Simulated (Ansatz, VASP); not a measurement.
KMgF3 in VASP and in Ansatz

File INCAR:

```
PREC = Accurate
ENCUT = 520
EDIFF = 1E-6
ISMEAR = 0
SIGMA = 0.05
LREAL = False
LASPH = True
NELM = 60
ALGO = Normal
ISIF = 2
LWAVE = False
LCHARG = True
GGA = PS
LELF = True
LVHAR = True
NBANDS = 24
```

File KPOINTS:

```
Automatic mesh
0
Gamma
  6 6 6
```

File POSCAR:

```
KMgF3
1.0
    3.9859000000      0.0249118750      0.0000000000
    0.0249118750      3.9859000000      0.0000000000
    0.0000000000      0.0000000000      3.9859000000
K Mg F
1 1 3
Direct
    0.5000000000      0.5000000000      0.5000000000
    0.0000000000      0.0000000000      0.0000000000
    0.5000000000      0.0000000000      0.0000000000
    0.0000000000      0.5000000000      0.0000000000
    0.0000000000      0.0000000000      0.5000000000
```

Input for Ansatz:

```yaml
crystal:
  lattice:
    - [3.9859, 0.024911875, 0.0]
    - [0.024911875, 3.9859, 0.0]
    - [0.0, 0.0, 3.9859]
  atoms:
    - { symbol: K, position: [0.5, 0.5, 0.5] }
    - { symbol: Mg, position: [0.0, 0.0, 0.0] }
    - { symbol: F, position: [0.5, 0.0, 0.0] }
    - { symbol: F, position: [0.0, 0.5, 0.0] }
    - { symbol: F, position: [0.0, 0.0, 0.5] }
basis:
  ecutwfc: 420
kpoints:
  mp_grid: { grid: [6, 6, 6] }
hamiltonian:
  xc: pbesol
scf:
  occupations: { method: gaussian, width: 0.05 }
output:
  forces: true
  stress: true
  eigenvalues: true
```

Change from the starting cell: strain +0.0125 x Voigt [0, 0, 0, 0, 0, 1], atoms carried along.

Alike in both runs: task single point; functional PBEsol; k mesh 6 × 6 × 6; occupations gaussian, width 0.05 eV; no spin polarisation.

```csv
,VASP,Ansatz
version,VASP 6.6.1,Ansatz 0.2.0
potentials or method,"VASP PAW PBE potentials, release 64 (K_sv, Mg, F), cutoff 520 eV","scalar-relativistic, plane waves, PAW"
valence electrons in the cell,32,40
```

VASP gave:

* gap on the k mesh at the Fermi level (eV): 7.12
* least direct gap on the mesh (eV): 7.42
* pressure (GPa): -0.1
* traceless stress, the component that is largest in VASP (GPa): -0.58

Task: Which values does Ansatz return?

Result: gap on the k mesh at the Fermi level (eV): 7.14; least direct gap on the mesh (eV): 7.44; pressure (GPa): 0.3; traceless stress, the component that is largest in VASP (GPa): -0.57.

VASP's potentials were made for PBE, not for PBEsol. With one functional, cell and mesh, what is left measures potentials, basis and numerics. VASP's potentials hold 32 valence electrons a cell and Ansatz's 40, so a difference there can come from the potentials and not from the codes.
